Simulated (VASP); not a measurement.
# AlFe (Pm-3m) in VASP: density of states with PBE

Aim: the density of states of AlFe with PBE.

Everything below comes from runs of VASP 6.6.1. Logs are shortened: lines on timing, memory, paths and dates and some standing lists are left out, and cuts for length are marked.

## 1. The cell of the first run

The structure is cubic, space group Pm-3m (No. 221). The conventional cell has a = 2.910 Å, b = 2.910 Å, c = 2.910 Å, α = 90.00°, β = 90.00°, γ = 90.00°. Al (site symmetry m-3m) has 8 Fe at 2.52 Å and 6 Al at 2.91 Å within 3.3 Å. Fe (site symmetry m-3m) has 8 Al at 2.52 Å and 6 Fe at 2.91 Å within 3.3 Å.

## 2. Density of states, PBE

Input file POSCAR:

```
AlFe
1.0
    2.9100000000      0.0000000000      0.0000000000
    0.0000000000      2.9100000000      0.0000000000
    0.0000000000      0.0000000000      2.9100000000
Al Fe
1 1
Direct
    0.0000000000      0.0000000000      0.0000000000
    0.5000000000      0.5000000000      0.5000000000
```

Input file INCAR.step1:

```
ALGO = Normal ; EDIFF = 1E-6
ENCUT = 520 ; GGA = PE
GGA_COMPAT = False ; ISIF = 2
ISMEAR = -1 ; LASPH = True
LCHARG = True ; LMAXMIX = 4
LORBIT = 11 ; LREAL = False
LWAVE = False ; NBANDS = 12
NEDOS = 2001 ; NELM = 120
PREC = Accurate ; SIGMA = 0.1
```

Input file KPOINTS.step1:

```
k-points
0
Gamma
  11 11 11
```

Input file INCAR.step2:

```
ALGO = Normal ; EDIFF = 1E-6
ENCUT = 520 ; GGA = PE
GGA_COMPAT = False ; ICHARG = 11
ISIF = 2 ; ISMEAR = -5
LASPH = True ; LCHARG = False
LMAXMIX = 4 ; LORBIT = 11
LREAL = False ; LWAVE = False
NEDOS = 2001 ; NELM = 120
PREC = Accurate ; SIGMA = 0.1
```

Input file KPOINTS.step2:

```
k-points
0
Gamma
  17 17 17
```

Potentials or basis: VASP PAW PBE potentials, release 64 (Al, Fe).

Launch:

```console
cat potpaw_PBE.64/Al/POTCAR potpaw_PBE.64/Fe/POTCAR > POTCAR
cp INCAR.step1 INCAR
cp KPOINTS.step1 KPOINTS
mpirun -np 1 vasp_std > vasp.out
cp INCAR.step2 INCAR
cp KPOINTS.step2 KPOINTS
mpirun -np 1 vasp_std > vasp.out
```

OUTCAR:

```text
EDIFF = 1E-6
   ENCUT = 520
   GGA = PE
   ICHARG = 11
   ISIF = 2
   ISMEAR = -5
   LASPH = True
   LORBIT = 11
   LREAL = False
   NELM = 120
   PREC = Accurate

 ion  position               nearest neighbor table
   1  0.000  0.000  0.000-   2 2.52   2 2.52   2 2.52   2 2.52   2 2.52   2 2.52   2 2.52   2 2.52

   2  0.500  0.500  0.500-   1 2.52   1 2.52   1 2.52   1 2.52   1 2.52   1 2.52   1 2.52   1 2.52

  LATTYP: Found a simple cubic cell.
 ALAT       =     2.9100000000

  Lattice vectors:

 A1 = (   2.9100000000,   0.0000000000,   0.0000000000)
 A2 = (   0.0000000000,   2.9100000000,   0.0000000000)
 A3 = (   0.0000000000,   0.0000000000,   2.9100000000)

Analysis of symmetry for initial positions (statically):
=====================================================================
 Subroutine PRICEL returns:
 Original cell was already a primitive cell.

 Routine SETGRP: Setting up the symmetry group for a
 simple cubic supercell.

 Subroutine GETGRP returns: Found 48 space group operations
 (whereof 48 operations were pure point group operations)
 out of a pool of 48 trial point group operations.

The static configuration has the point symmetry O_h .

Analysis of symmetry for dynamics (positions and initial velocities):
=====================================================================
 Subroutine PRICEL returns:
 Original cell was already a primitive cell.

 Routine SETGRP: Setting up the symmetry group for a
 simple cubic supercell.

 Subroutine GETGRP returns: Found 48 space group operations
 (whereof 48 operations were pure point group operations)
 out of a pool of 48 trial point group operations.

The dynamic configuration has the point symmetry O_h .

 Subroutine INISYM returns: Found 48 space group operations
 (whereof 48 operations are pure point group operations),
 and found     1 'primitive' translations

----------------------------------------------------------------------------------------

                                     Primitive cell

  volume of cell :      24.6422

  direct lattice vectors                    reciprocal lattice vectors
     2.910000000  0.000000000  0.000000000     0.343642612  0.000000000  0.000000000
     0.000000000  2.910000000  0.000000000     0.000000000  0.343642612  0.000000000
     0.000000000  0.000000000  2.910000000     0.000000000  0.000000000  0.343642612

  length of vectors
     2.910000000  2.910000000  2.910000000     0.343642612  0.343642612  0.343642612

  position of ions in fractional coordinates (direct lattice)
     0.000000000  0.000000000  0.000000000
     0.500000000  0.500000000  0.500000000

  ion indices of the primitive-cell ions
   primitive index   ion index
                 1           1
                 2           2

----------------------------------------------------------------------------------------

 KPOINTS: k-points

Automatic generation of k-mesh.
 Grid dimensions read from file:
 generate k-points for:   17   17   17

 Generating k-lattice:

  Cartesian coordinates                     Fractional coordinates (reciprocal lattice)
     0.020214271  0.000000000  0.000000000     0.058823529  0.000000000  0.000000000
     0.000000000  0.020214271  0.000000000     0.000000000  0.058823529  0.000000000
     0.000000000  0.000000000  0.020214271     0.000000000  0.000000000  0.058823529

  Length of vectors
     0.020214271  0.020214271  0.020214271

  Shift w.r.t. Gamma in fractional coordinates (k-lattice)
     0.000000000  0.000000000  0.000000000

 TETIRR: Found   2433 inequivalent tetrahedra from    29478

 Subroutine IBZKPT returns following result:
 ===========================================

 Found    165 irreducible k-points:

 Following reciprocal coordinates:
            Coordinates               Weight
  0.000000  0.000000  0.000000      1.000000
  0.058824  0.000000  0.000000      6.000000
  0.117647  0.000000  0.000000      6.000000
  0.176471  0.000000  0.000000      6.000000
  0.235294  0.000000  0.000000      6.000000
  0.294118  0.000000  0.000000      6.000000
[... 16 lines left out ...]
  0.411765  0.117647  0.000000     24.000000
  0.470588  0.117647  0.000000     24.000000
 [... further k-points ...]
   k-points           NKPTS =    165   k-points in BZ     NKDIM =    165   number of bands    NBANDS=      9
   number of dos      NEDOS =   2001   number of ions     NIONS =      2
   total plane-waves  NPLWV =  13824
   dimension x,y,z NGX =    24 NGY =   24 NGZ =   24
   dimension x,y,z NGXF=    48 NGYF=   48 NGZF=   48
   ions per type =               1   1
   NGX,Y,Z   is equivalent  to a cutoff of  13.71, 13.71, 13.71 a.u.
   NGXF,Y,Z  is equivalent  to a cutoff of  27.42, 27.42, 27.42 a.u.
 SYSTEM =  unknown system
   PREC   = accura    normal or accurate (medium, high low for compatibility)
   ISTART =      0    job   : 0-new  1-cont  2-samecut
   ICHARG =     11    charge: 1-file 2-atom 10-const
   ISPIN  =      1    spin polarized calculation?
   LNONCOLLINEAR =      F non collinear calculations
   LSORBIT =      F    spin-orbit coupling
   LASPH  =      T    aspherical Exc in radial PAW
   ENCUT  =  520.0 eV  38.22 Ry    6.18 a.u.   5.41  5.41  5.41*2*pi/ulx,y,z
   NELM   =    120;   NELMIN=  2; NELMDL=  0     # of ELM steps
   EDIFF  = 0.1E-05   stopping-criterion for ELM
   LREAL  =      F    real-space projection
   EDIFFG = 0.1E-04   stopping-criterion for IOM
   NSW    =      0    number of steps for IOM
   IBRION =     -1    ionic relax: 0-MD 1-quasi-New 2-CG
   NFREE  =      0    steps in history (QN), initial steepest desc. (CG)
   ISIF   =      2    stress and relaxation
   ISYM   =      2    0-nonsym 1-usesym 2-fastsym
   POTIM  = 0.5000    time-step for ionic-motion
   TEBEG  =    0.0;   TEEND  =   0.0 temperature during run
   PSTRESS=    0.0 pullay stress
   NELECT =      11.0000    total number of electrons
   NUPDOWN=      -1.0000    fix difference up-down
   EMIN   =  10.00;   EMAX   =-10.00  energy-range for DOS
   EFERMI =   0.00;   METHOD = LEGACY
   ISMEAR =    -5;   SIGMA  =   0.10  broadening in eV -4-tet -1-fermi 0-gaus
   EFERMI_NEDOS =   21; number of points for ismear=-14 and -15
   IALGO  =     38    algorithm
   IMIX   =      4    mixing-type and parameters
     AMIX     =   0.40;   BMIX     =  1.00
     AMIX_MAG =   1.60;   BMIX_MAG =  1.00
  volume/ion in A,a.u.               =      12.32        83.15
  Fermi-wavevector in a.u.,A,eV,Ry     =   1.251160  2.364349 21.298567  1.565401
  Thomas-Fermi vector in A             =   2.385120
   LORBIT       =     11    0 simple, 1 ext, 2 COOP (PROOUT), +10 PAW based schemes
   GGA     = PE    functional components
   LHFCALC =     F    Hartree Fock is set to
   AEXX    =    0.0000 exact exchange contribution
   IVDW    =     0    specifies the selected vdW correction
   LEPSILON=     F    determine dielectric tensor
   LRPA    =     F    only Hartree local field effects (RPA)
 non-spin polarized calculation
 Fermi weights with tetrahedron method with Bloechl corrections
  energy-cutoff  :      520.00
  volume of cell :       24.64
 maximum number of plane-waves:       691
 NGX is ok and might be reduce to    24

 number of electron      10.9999994 magnetization

 Free energy of the ion-electron system (eV)
  ---------------------------------------------------
  ext. energy  EPLUGINS =         0.00000000
  ---------------------------------------------------
  free energy    TOTEN  =       -12.59023643 eV

  energy without entropy =      -12.59023643  energy(sigma->0) =      -12.59023643

 E-fermi :   7.5079     XC(G=0): -11.9723

 val. band max:        7.5184755393   @ k =   0.1176   0.0000   0.0000
 cond. band min:       7.5175755676   @ k =   0.4118   0.1176   0.1176
 fundamental gap:     -0.0008999717
 Fermi energy:         7.5078789690

 k-point     1 :       0.0000    0.0000    0.0000
  band No.  band energies     occupation
      1      -2.5613      2.00000
      2       5.4480      2.00000
      3       5.4480      2.00000
      4       7.6686      0.00000
      5       7.6686      0.00000
      6       7.6686      0.00000
      7      13.7926      0.00000
      8      13.7926      0.00000
      9      13.7926      0.00000

 k-point     2 :       0.0588    0.0000    0.0000
  band No.  band energies     occupation
      1      -2.4980      2.00000
      2       5.4398      2.00000
      3       5.4671      2.00000
      4       7.6286     -0.15884
      5       7.6286     -0.05879
      6       7.6726      0.00000
      7      13.2080      0.00000
      8      13.8864      0.00000
      9      13.8864      0.00000

 k-point     3 :       0.1176    0.0000    0.0000
  band No.  band energies     occupation
      1      -2.3091      2.00000
      2       5.4009      2.00000
      3       5.5223      2.00000
      4       7.5185      1.20931
      5       7.5185      0.81172
      6       7.6840      0.00000
      7      12.0885      0.00000
      8      14.1586      0.00000
      9      14.1586      0.00000

 k-point     4 :       0.1765    0.0000    0.0000
  band No.  band energies     occupation
      1      -1.9968      2.00000
      2       5.2872      2.00000
      3       5.6079      2.00000
      4       7.3621      2.00549
      5       7.3621      2.09666
      6       7.7014      0.00000
      7      10.9565      0.00000
      8      14.5869      0.00000
      9      14.5869      0.00000

 k-point     5 :       0.2353    0.0000    0.0000
  band No.  band energies     occupation
      1      -1.5652      2.00000
      2       5.0248      2.00000
      3       5.7142      2.00000
      4       7.1875      2.00000
      5       7.1876      2.00000
      6       7.7225      0.00000
      7      10.0068      0.00000
      8      15.1453      0.00000
      9      15.1453      0.00000

 k-point     6 :       0.2941    0.0000    0.0000
  band No.  band energies     occupation
      1      -1.0199      2.00000
      2       4.5427      2.00000
      3       5.8282      2.00000
      4       7.0201      2.00000
      5       7.0201      2.00000
      6       7.7445      0.00000
      7       9.3406      0.00000
      8      15.8113      0.00000
      9      15.8113      0.00000
[... 169 lines left out ...]
 k-point    21 :       0.2941    0.1176    0.0000
  band No.  band energies     occupation
      1      -0.7855      2.00000
      2       4.6698      2.00000
      3       5.8239      2.00000
      4       6.8623      2.00000
      5       7.0445      2.00000
      6       7.6172     -0.09824
      7       9.4823      0.00000
      8      13.7584      0.00000
      9      16.1323      0.00000

 k-point    22 :       0.3529    0.1176    0.0000
  band No.  band energies     occupation
      1      -0.1444      2.00000
      2       3.9896      2.00000
      3       5.9478      2.00000
      4       6.7546      2.00000
      5       6.9069      2.00000
      6       7.6395     -0.12935
      7       9.0369      0.00000
      8      14.3046      0.00000
      9      16.9066      0.00000

 k-point    23 :       0.4118    0.1176    0.0000
  band No.  band energies     occupation
      1       0.5856      2.00000
      2       3.1731      2.00000
      3       6.0542      2.00000
      4       6.6675      2.00000
      5       6.8079      2.00000
      6       7.6565     -0.10136
      7       8.8091      0.00000
      8      14.8511      0.00000
      9      17.0985      0.00000

 k-point    24 :       0.4706    0.1176    0.0000
  band No.  band energies     occupation
      1       1.3669      2.00000
      2       2.3292      2.00000
      3       6.1206      2.00000
      4       6.6117      2.00000
      5       6.7563      2.00000
      6       7.6656     -0.06438
      7       8.7201      0.00000
      8      15.2741      0.00000
      9      16.8070      0.00000

 [... further k-points ...]
[... 5 lines left out ...]
  --------------------------------------------------------------------------------------
  -------------------------------------------------------------------------------------
  Total       -1.3518302     -1.3518302     -1.3518302     -0.0000000      0.0000000     -0.0000000
  in kB      -87.8928949    -87.8928949    -87.8928949     -0.0000000      0.0000000     -0.0000000
  external PRESSURE =     -87.8928949 kB  Pullay stress =       0.0000000 kB

 VOLUME and BASIS-vectors are now :
 -----------------------------------------------------------------------------
  energy-cutoff  :      520.00
  volume of cell :       24.64
      direct lattice vectors                 reciprocal lattice vectors
     2.910000000  0.000000000  0.000000000     0.343642612  0.000000000  0.000000000
     0.000000000  2.910000000  0.000000000     0.000000000  0.343642612  0.000000000
     0.000000000  0.000000000  2.910000000     0.000000000  0.000000000  0.343642612

 POSITION                                       TOTAL-FORCE (eV/Angst)
 -----------------------------------------------------------------------------------
      0.00000      0.00000      0.00000         0.000000      0.000000      0.000000
      1.45500      1.45500      1.45500         0.000000      0.000000      0.000000
 -----------------------------------------------------------------------------------
    total drift:                                0.000000     -0.000000     -0.000000

  FREE ENERGIE OF THE ION-ELECTRON SYSTEM (eV)
  ---------------------------------------------------
  free  energy   TOTEN  =       -12.5902364271 eV

  energy  without entropy=      -12.5902364271  energy(sigma->0) =      -12.59023643

 total charge

# of ion       s       p       d       tot
------------------------------------------
    1        0.395   0.420   0.000   0.815
    2        0.416   0.468   6.461   7.344
--------------------------------------------------
tot          0.811   0.888   6.461   8.160
```

It took 23 s on 1 thread of Intel Xeon Platinum 8488C (Sapphire Rapids), shared host; peak memory 0.16 GiB.

Results:

| Quantity | Value |
| --- | --- |
| Valence electrons inside the program's atomic spheres | Al 0.81; Fe 7.34 |

Caveat: tetrahedron occupations give inexact forces and stress in metals. Spin polarisation is off, so any magnetic state and its effect on volume and gap are missing.
